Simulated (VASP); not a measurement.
Os:

```xyz
2
Lattice="2.7341 0.0000 0.0000 -1.3671 2.3678 0.0000 0.0000 0.0000 4.3197" Properties=species:S:1:pos:R:3 pbc="T T T"
Os    0.0000    1.5785    1.0799
Os    1.3671    0.7893    3.2398
```

* Program: VASP 6.6.1
* Task: relaxation of cell and atoms
* Functional: PBE
* Potentials or basis: VASP PAW PBE potentials, release 64 (Os)
* Cutoff: 600 eV
* k mesh: 14 × 14 × 8
* Occupations: fermi-dirac, width 0.1 eV
* Spin: no spin polarisation

At the start: pressure 9.0 GPa; volume 13.98 Å³/atom.

Question: Where does the relaxation end?

Answer: Over 6 steps the energy falls by 8.3 meV/atom and the volume is 14.28 Å³/atom (+2.1 %); space group P6_3/mmc (No. 194, to 0.1 Å) before and after.

The path:
| step | energy change (eV) | largest force (eV/Å) | pressure (GPa) | volume (Å³) |
| --- | --- | --- | --- | --- |
| 1 | 0.0000 | 0.0000 | 9.03 | 27.96 |
| 2 | 0.2561 | 0.0000 | -29.38 | 31.28 |
| 3 | -0.0164 | 0.0000 | -0.39 | 28.59 |
| 4 | -0.0165 | 0.0000 | -0.01 | 28.56 |
| 5 | -0.0165 | 0.0000 | 0.02 | 28.57 |
| 6 | -0.0165 | 0.0000 | 0.01 | 28.56 |

Final structure:
```yaml
crystal:
  lattice:
    - [2.75530, 0.00000, 0.00000]
    - [-1.37765, 2.38616, 0.00000]
    - [0.00000, 0.00000, 4.34467]
  atoms:
    - { symbol: Os, position: [0.33333, 0.66667, 0.25000] }
    - { symbol: Os, position: [0.66667, 0.33333, 0.75000] }
```
